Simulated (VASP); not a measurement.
Wanted: the native input for a VASP 6.6.1 run.

| Item | Value |
| --- | --- |
| Task | single point |
| Functional | LDA |
| Potentials or basis | VASP PAW LDA potentials, release 64 (Sb, In_d) |
| Cutoff | 500 eV |
| k mesh | 4 × 4 × 4 |
| Occupations | gaussian, width 0.02 eV |
| Spin | no spin polarisation |
| Dipole correction | no |
| Further INCAR settings | ALGO = Normal; EDIFF = 1e-06; NBANDS = 30 |

The structure of In3Sb lies in POSCAR:

```
In3Sb
1.0
    0.0000000000      3.4466964251      3.4466964251
    3.4466964251      0.0000000000      3.4466964251
    3.4466964251      3.4466964251      0.0000000000
Sb In
1 3
Direct
    0.0000000000      0.0000000000      0.0000000000
    0.5000000000      0.5000000000      0.5000000000
    0.2500000000      0.2500000000      0.2500000000
    0.7500000000      0.7500000000      0.7500000000
```

These files were run (other wordings do the same):

INCAR

```
PREC = Accurate ; ENCUT = 500
EDIFF = 1E-6 ; ISMEAR = 0
SIGMA = 0.02 ; LREAL = False
LASPH = True ; NELM = 120
ALGO = Normal ; ISIF = 2
LWAVE = False ; LCHARG = False
GGA = CA ; NBANDS = 30
GGA_COMPAT = False
```

KPOINTS

```
Automatic mesh
0
Gamma
  4 4 4
```

Potentials or basis: VASP PAW LDA potentials, release 64 (Sb, In_d).

The run is started by

```bash
$ cat potpaw_LDA.64/Sb/POTCAR potpaw_LDA.64/In_d/POTCAR > POTCAR
$ mpirun -np 1 vasp_std > vasp.out
```

It gave:

- Pressure: 20.4 GPa
- Band gap on the k mesh: zero (bands 22 and 23 overlap by 5.09 eV)

Caveat: the k points lie up to 0.39 Å⁻¹ apart, too coarse for converged energies and pressures of a metal; spin-orbit coupling is left out, which moves the levels of the heavy elements.

It took 16 s on 1 thread of Intel(R) Xeon(R) Platinum 8259CL CPU @ 2.50GHz (Skylake/Cascade Lake), on a shared host, peak memory 0.17 GiB.
